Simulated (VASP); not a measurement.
KCl, 2 atoms in the cell. It takes space group R3m (No. 160, trigonal). Conventional cell: a = 4.908 Å, b = 4.908 Å, c = 12.313 Å, α = 90.00°, β = 90.00°, γ = 120.00°. Within 4.0 Å of K (site symmetry 3m) lie 4 Cl at 3.03 Å. Cl (site symmetry 3m) has 4 K at 3.03 Å within 4.0 Å.  This cell differs from its parent crystal: epitaxial 111 strain -1.1%.

```yaml
Program: VASP 6.6.1
Task: single point
Functional: PBE
Potentials_or_basis: VASP PAW PBE potentials, release 64 (K_sv, Cl)
Cutoff: 500 eV
k_mesh: 6 × 6 × 6
Occupations: fermi-dirac, width 0.02 eV
Spin: no spin polarisation
Dipole_correction: no
Further_INCAR_settings: ALGO = Normal; EDIFF = 1e-06; NBANDS = 15
```

Potentials or basis: VASP PAW PBE potentials, release 64 (K_sv, Cl).

Run with:

```console
$ cat potpaw_PBE.64/K_sv/POTCAR potpaw_PBE.64/Cl/POTCAR > POTCAR
$ mpirun -np 1 vasp_std > vasp.out
```

Hardware: 1 thread of AMD EPYC 7R43 64-Core Processor (Zen 3), on a shared host.

Q: Estimate the wall time of this run.

A: It took 54 s on 1 thread of AMD EPYC 7R43 64-Core Processor (Zen 3) (shared host), peak memory 0.18 GiB. Counts: scf iterations 13, k points 32.
